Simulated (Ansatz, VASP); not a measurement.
Two plane-wave programs on Mo7S12

```
CELL_PARAMETERS angstrom
1.52121 4.55581 -6.17345
3.00470 -3.60228 -6.15121
-4.70107 -0.93840 -6.23026
ATOMIC_POSITIONS crystal
Mo 0.46283 0.81842 0.73038
Mo 0.70128 0.43653 0.82951
Mo 0.15088 0.31843 0.51693
Mo 0.85927 0.70768 0.44432
Mo 0.26805 0.59965 0.12310
Mo 0.57720 0.11543 0.29723
Mo 0.97164 0.98554 0.03744
S 0.67261 0.09808 0.96588
S 0.95089 0.66801 0.11728
S 0.38276 0.52113 0.81905
S 0.12346 0.97727 0.69660
S 0.53082 0.80519 0.40395
S 0.82096 0.37670 0.53160
S 0.25735 0.24832 0.23162
S 0.19935 0.62325 0.44654
S 0.45456 0.18888 0.60076
S 0.88881 0.06268 0.32367
S 0.31040 0.92661 0.01891
S 0.77625 0.72165 0.78116
```

Alike in both runs: task relaxation of cell and atoms; functional PBE; dispersion D3(BJ); k mesh 3 × 3 × 3; occupations gaussian, width 0.1 eV; no spin polarisation.

|  | VASP | Ansatz |
| --- | --- | --- |
| version | VASP 6.6.1 | Ansatz 0.2.0 |
| potentials or method | VASP PAW PBE potentials, release 64 (Mo_sv, S), cutoff 600 eV | scalar-relativistic, plane waves, PAW |
| valence electrons in the cell | 170 | 170 |

Ansatz gave:

```
gap on the k mesh at the Fermi level, each at its own relaxed structure (eV) : none
relaxed volume (Å³/atom)                                                     : 19.15
relaxed length of the cell vector where the two differ most in proportion (Å)              : 7.802
```

Which values does VASP return?

gap on the k mesh at the Fermi level, each at its own relaxed structure (eV): none; relaxed volume (Å³/atom): 19.15; relaxed length of the cell vector where the two differ most in proportion (Å): 7.814.

A gap of «none» marks a metal or a gap that the smearing closes.
